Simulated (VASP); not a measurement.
Rh:

```xyz
1
Lattice="0.0000 1.9016 1.9016 1.9016 0.0000 1.9016 1.9016 1.9016 0.0000" Properties=species:S:1:pos:R:3 pbc="T T T"
Rh    0.0000    0.0000    0.0000
```

Base run:

```yaml
Program: VASP 6.6.1
Functional: r2SCAN
Potentials_or_basis: VASP PAW PBE potentials, release 64 (Rh_pv)
Cutoff: 520 eV
k_mesh: 22 × 22 × 22
Occupations: gaussian, width 0.15 eV
Spin: no spin polarisation
```

Its results: pressure 0.6 GPa.

**Question.** After a change of settings the same cell gave: pressure -2.2 GPa. Which change was it?
A. potentials or basis from VASP PAW PBE potentials, release 64 (Rh_pv) to VASP PAW PBE potentials, release 64 (Rh_sv_GW); cutoff from 520 eV to 580 eV; valence electrons from 15 to 17
B. k mesh from 22 × 22 × 22 to 24 × 24 × 24; further incar settings from ALGO = Normal; EDIFF = 1e-06; NBANDS = 14 to ALGO = Normal; EDIFF = 1e-07; NBANDS = 14
C. functional from r2SCAN to PBEsol; cutoff from 520 eV to 500 eV

**Answer.** A.

Caveats: the PAW data sets were made with another functional, which shifts forces and pressure a little.
